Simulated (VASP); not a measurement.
Write the native input for VASP 6.6.1 that does the following.

```
Task                   : single point
Functional             : PBE
Potentials or basis    : VASP PAW PBE potentials, release 64 (Be, S)
Cutoff                 : 520 eV
k mesh                 : 6 × 6 × 6
Occupations            : gaussian, width 0.01 eV
Spin                   : no spin polarisation
Dipole correction      : no
Further INCAR settings : ALGO = Normal; EDIFF = 1e-06; NBANDS = 11
```

The structure of BeS lies in POSCAR:

```
BeS
1.0
    0.0000000000      2.5316784796      2.5316784796
    2.5316784796      0.0000000000      2.5316784796
    2.5316784796      2.5316784796      0.0000000000
Be S
1 1
Direct
    0.0000000000      0.0000000000      0.0000000000
    0.2500000000      0.2500000000      0.2500000000
```

This cell differs from its parent crystal: strain +4.0%.

These files were run (other wordings do the same):

INCAR

```
SYSTEM = BeS
  ALGO = Normal
  EDIFF = 1E-6
  ENCUT = 520
  GGA = PE
  ISIF = 2
  ISMEAR = 0
  LASPH = .TRUE.
  LCHARG = .FALSE.
  LREAL = .FALSE.
  LWAVE = .FALSE.
  NBANDS = 11
  NELM = 100
  PREC = Accurate
  SIGMA = 0.01
```

KPOINTS

```
k-points
0
G
  6 6 6
  0 0 0
```

Potentials or basis: VASP PAW PBE potentials, release 64 (Be, S).

Command:

```console
$ cat potpaw_PBE.64/Be/POTCAR potpaw_PBE.64/S/POTCAR > POTCAR
$ mpirun -np 1 vasp_std > vasp.out
```

Results of the run:

- Pressure: -8.4 GPa
- Band gap on the k mesh: 3.36 eV, indirect (least direct gap 4.84 eV)

Caveat: the cell differs from its parent crystal (strain +4.0%).

It took 9 s on 1 thread of AMD EPYC 7R43 64-Core Processor (Zen 3), on a shared host, peak memory 0.11 GiB.
